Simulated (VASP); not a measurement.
**Ag: elastic constants with LDA**

Crystal: Ag.

```
CELL_PARAMETERS angstrom
0.00000 2.00097 2.00097
2.00097 0.00000 2.00097
2.00097 2.00097 0.00000
ATOMIC_POSITIONS crystal
Ag 0.00000 0.00000 0.00000
```

| Item | Value |
| --- | --- |
| Program | VASP 6.6.1 |
| Task | elastic constants |
| Functional | LDA |
| Potentials or basis | VASP PAW LDA potentials, release 64 (Ag) |
| Cutoff | 600 eV |
| k mesh | 26 × 26 × 26 |
| Occupations | fermi-dirac, width 0.15 eV |
| Spin | no spin polarisation |
| Dipole correction | no |
| Ions in elastic constants | relaxed |
| Further INCAR settings | ALGO = Normal; EDIFF = 1e-08; NBANDS = 12; IBRION = 6; POTIM = 0.015; NSW = 1; ISIF = 3 |

* Elastic constants C11, C12, C44: 168, 124, 61 GPa
* Voigt bulk modulus: 139 GPa

Elastic tensor in Voigt notation (GPa, in the Cartesian axes of the cell as first typed):
```
168 124 124   0   0   0
124 168 124   0   0   0
124 124 168   0   0   0
  0   0   0  61   0   0
  0   0   0   0  61   0
  0   0   0   0   0  61
```

Clamped-ion elastic tensor (GPa):
```
168 124 124   0   0   0
124 168 124   0   0   0
124 124 168   0   0   0
  0   0   0  61   0   0
  0   0   0   0  61   0
  0   0   0   0   0  61
```

Run time: 26 min on 1 thread of Intel(R) Xeon(R) 6975P-C (Granite Rapids), with other jobs on the host, peak memory 1.7 GiB.
